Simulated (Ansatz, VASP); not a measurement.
Two plane-wave programs on Cu

```
CELL_PARAMETERS angstrom
0.00000 1.78159 1.78159
1.78159 0.00000 1.78159
1.78159 1.78159 0.00000
ATOMIC_POSITIONS crystal
Cu 0.00000 0.00000 0.00000
```

Alike in both runs: functional PBEsol; k mesh 28 × 28 × 28; occupations fermi-dirac, width 0.05 eV; no spin polarisation.

Ansatz relaxed the structure, and its values are those at the end. VASP's run is a single point on that final structure, the one shown.

|  | VASP | Ansatz |
| --- | --- | --- |
| version | VASP 6.6.1 | Ansatz 0.2.0 |
| potentials or method | VASP PAW PBE potentials, release 64 (Cu) | PAW with Ansatz's default frozen-core files, scalar-relativistic |
| plane-wave cutoff (eV) | 520 | 420 |
| valence electrons in the cell | 11 | 19 |

VASP gave:

- pressure (GPa): 0.7

Q: Which values does Ansatz return?

A: Pressure (GPa): 0.0.

VASP's potentials were made for PBE, not for PBEsol. With one functional, cell and mesh, what is left measures potentials, basis and numerics. VASP's potentials hold 11 valence electrons a cell and Ansatz's 19, so a difference there can come from the potentials and not from the codes.
